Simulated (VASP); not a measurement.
Input of a VASP 6.6.1 run:

INCAR

```
ALGO = Normal
EDIFF = 1E-6
ENCUT = 520
GGA = PE
ISIF = 2
ISMEAR = -1
LASPH = T
LCHARG = F
LREAL = F
LWAVE = F
NBANDS = 16
NELM = 100
PREC = Accurate
SIGMA = 0.05
```

KPOINTS

```
k-points
0
Gamma
  7 7 6
```

Contents of POSCAR:

```
Se
1.0
    3.3685015231      0.0000000000      0.0000000000
   -1.6842507615      2.9172078917      0.0000000000
    0.0000000000      0.0000000000      5.2634931868
Se
3
Direct
    0.6887141022      0.6887141022      0.0000000000
    0.0000000000      0.3112858978      0.6666666667
    0.3112858978      0.0000000000      0.3333333333
```

Potentials or basis: VASP PAW PBE potentials, release 64 (Se).

Command:

```sh
$ cat potpaw_PBE.64/Se/POTCAR > POTCAR
$ mpirun -np 1 vasp_std > vasp.out
```

**Question.** What does it give for the largest force?

**Answer.** 0.006 eV/Å.

**Question.** Predict the pressure.

**Answer.** 30.2 GPa.

**Question.** Estimate the band gap on the k mesh.

**Answer.** Zero (band 9 reaches 8.29 eV, above the bottom of band 10 at 7.34 eV).

Forces on the atoms (eV/Å):
```
Se  -0.003 -0.005  0.000
Se  -0.003  0.005  0.000
Se   0.006  0.000  0.000
```
